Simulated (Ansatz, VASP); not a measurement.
C: VASP beside Ansatz

```xyz
6
Lattice="3.4382 0.0000 0.0000 0.0000 3.4382 0.0000 0.0000 0.0000 4.4592" Properties=species:S:1:pos:R:3 pbc="T T T"
C     0.0000    0.0000    1.1148
C     0.0000    0.0000    3.3444
C     2.3851    0.0000    2.2296
C     1.0531    3.4382    2.2296
C     3.4382    2.3851    0.0000
C     0.0000    1.0531    0.0000
```

Alike in both runs: functional PBE; k mesh 8 × 8 × 6; occupations gaussian, width 0.02 eV; no spin polarisation.

Ansatz relaxed the structure, and its values are those at the end. VASP's run is a single point on that final structure, the one shown.

```csv
,VASP,Ansatz
version,VASP 6.6.1,Ansatz 0.2.0
potentials or method,"VASP PAW PBE potentials, release 64 (C), cutoff 520 eV","scalar-relativistic, plane waves, PAW"
valence electrons in the cell,24,24
```

```csv
,VASP,Ansatz,Ansatz less VASP
gap on the k mesh at the Fermi level (eV),0.66,0.67,+0.004
least direct gap on the mesh (eV),2.09,2.10,+0.007
pressure (GPa),0.3,0.0,-0.28
```

Ansatz's warnings: structure snapped to symmetry.
